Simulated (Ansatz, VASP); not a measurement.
Ta2N in VASP and in Ansatz

```
Ta N
1.0
     3.14520    0.02861   -0.07321
    -1.54783    2.74694    0.02178
    -0.11454   -0.02678    5.24643
Ta N
2 1
Cartesian
  1.6003 0.6593 3.7146
  -0.1175 2.0895 1.4804
  0.0000 0.0000 0.0000
```

Alike in both runs: task single point; functional PBE; k mesh 14 × 14 × 8; occupations gaussian, width 0.1 eV; no spin polarisation.

```csv
,VASP,Ansatz
version,VASP 6.6.1,Ansatz 0.2.0
potentials or method,"VASP PAW PBE potentials, release 64 (Ta_pv, N), cutoff 520 eV","scalar-relativistic, plane waves, PAW"
valence electrons in the cell,27,31
```

|  | VASP | Ansatz | Ansatz less VASP |
| --- | --- | --- | --- |
| gap on the k mesh at the Fermi level (eV) | none | none | - |
| pressure (GPa) | -16.7 | -16.9 | -0.16 |
| traceless stress, the component that is largest in VASP (GPa) | 6.70 | 6.78 | +0.077 |
| rms of the force components (eV/Å) | 1.390 | 1.405 | +0.0142 |

Atom by atom the forces differ by 0.016 eV/Å (rms over components). A gap of «none» marks a metal or a gap that the smearing closes. VASP's potentials hold 27 valence electrons a cell and Ansatz's 31, so a difference there can come from the potentials and not from the codes.

Spin-orbit coupling is off throughout.
